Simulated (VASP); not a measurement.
Here is a VASP 6.6.1 calculation.

Contents of INCAR:

```
PREC = Accurate
ENCUT = 520
EDIFF = 1E-6
ISMEAR = 0
SIGMA = 0.05
LREAL = False
LASPH = True
NELM = 60
ALGO = Normal
ISIF = 2
LWAVE = False
LCHARG = False
LDIPOL = True
IDIPOL = 3
DIPOL = 0.5 0.5 0.390
GGA = PE
IVDW = 12
NBANDS = 30
```

File KPOINTS:

```
Automatic mesh
0
Gamma
  8 6 1
```

POSCAR

```
P
1.0
    3.2961869629      0.0000000000      0.0000000000
    0.0000000000      4.4391557027      0.0000000000
    0.0000000000      0.0000000000     21.7461973615
P
8
Direct
    0.5000000000      0.9174951453      0.2069327306
    0.0000000000      0.5825048547      0.2069327306
    0.5000000000      0.0825048547      0.3045635322
    0.0000000000      0.4174951453      0.3045635322
    0.6250000000      0.2075048547      0.4751680723
    1.1250000000      0.5424951453      0.4751680723
    0.6250000000      1.0424951453      0.5727988740
    1.1250000000      0.7075048547      0.5727988740
```

Potentials or basis: VASP PAW PBE potentials, release 64 (P).

Run with:

```console
$ cat potpaw_PBE.64/P/POTCAR > POTCAR
$ mpirun -np 1 vasp_std > vasp.out
```

Task: What does it give for the dispersion energy per atom?

Result: -0.285 eV.

Task: Estimate the band gap on the k mesh.

Result: 0.33 eV.

Forces on the atoms (eV/Å):
```
P   -0.006 -0.022  0.003
P   -0.003  0.039  0.074
P   -0.006 -0.027  0.003
P   -0.009 -0.045  0.055
P    0.009  0.045 -0.055
P    0.006  0.027 -0.003
P    0.003 -0.039 -0.074
P    0.006  0.022 -0.003
```

Caveat: the cell differs from its parent crystal (layers slid over each other).
